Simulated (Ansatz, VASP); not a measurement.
One calculation of InSe, two programs

File INCAR:

```
SYSTEM = InSe
PREC = Accurate ; ENCUT = 520
EDIFF = 1E-6 ; ISMEAR = -1
SIGMA = 0.01 ; LREAL = .FALSE.
LASPH = .TRUE. ; NELM = 100
ALGO = Normal ; ISIF = 2
LWAVE = .FALSE. ; LCHARG = .FALSE.
GGA = PE ; NBANDS = 27
```

KPOINTS

```
regular mesh
0
G
  7 7 7
  0 0 0
```

POSCAR

```
InSe
1.0
    1.9865764294      1.1469504363      8.2608517410
   -1.9865764294      1.1469504363      8.2608517410
    0.0000000000     -2.2939008726      8.2608517410
In Se
2 2
Direct
    0.0000000000      0.0000000000      0.0000000000
    0.1122000000      0.1122000000      0.1122000000
    0.6155000000      0.6155000000      0.6155000000
    0.8300000000      0.8300000000      0.8300000000
```

Input for Ansatz:

```yaml
crystal:
  lattice:
    - [1.9865764294, 1.1469504363, 8.260851741]
    - [-1.9865764294, 1.1469504363, 8.260851741]
    - [0.0, -2.2939008726, 8.260851741]
  atoms:
    - { symbol: In, position: [0.0, 0.0, 0.0] }
    - { symbol: In, position: [0.1122, 0.1122, 0.1122] }
    - { symbol: Se, position: [0.6155, 0.6155, 0.6155] }
    - { symbol: Se, position: [0.83, 0.83, 0.83] }
kpoints:
  mp_grid: { grid: [7, 7, 7] }
  band_path:
    path:
      - [0.0, 0.0, 0.0]
      - [-0.5, -0.5, -0.5]
      - [-0.5, -0.1795180059, -0.8204819941]
      - [-0.1795180059, 0.1795180059, -0.5]
      - [0.0, 0.0, -0.5]
      - [0.0, 0.0, 0.0]
      - [0.0, 0.3397590029, -0.3397590029]
      - [-0.3397590029, 0.0, -0.6602409971]
      - [-0.5, 0.0, -0.5]
    npoints: 5
scf:
  occupations: { method: fermi_dirac, width: 0.01 }
hamiltonian:
  xc: pbe
  pseudopotentials: { kind: all_electron, lapw: { basis_error: 0.001 } }
output:
  forces: true
  stress: true
  eigenvalues: true
```

Change from the starting cell: volume scaled by 0.98.

Alike in both runs: task single point; functional PBE; k mesh 7 × 7 × 7; occupations fermi-dirac, width 0.01 eV; no spin polarisation.

```csv
,VASP,Ansatz
version,VASP 6.6.1,Ansatz 0.2.0
potentials or method,"VASP PAW PBE potentials, release 64 (In_d, Se), cutoff 520 eV","all-electron LAPW, scalar-relativistic"
```

Ansatz gave:

```
gap on the k mesh at the Fermi level (eV)                     : 0.80
pressure (GPa)                                                : 4.1
traceless stress, the component that is largest in VASP (GPa) : -0.52
rms of the force components (eV/Å)                            : 0.178
```

Task: Estimate VASP's values.

Result: gap on the k mesh at the Fermi level (eV): 0.79; pressure (GPa): 4.2; traceless stress, the component that is largest in VASP (GPa): -0.53; rms of the force components (eV/Å): 0.187.

Atom by atom the forces differ by 0.009 eV/Å (rms over components). Ansatz ran all-electron here, and VASP with PAW potentials.
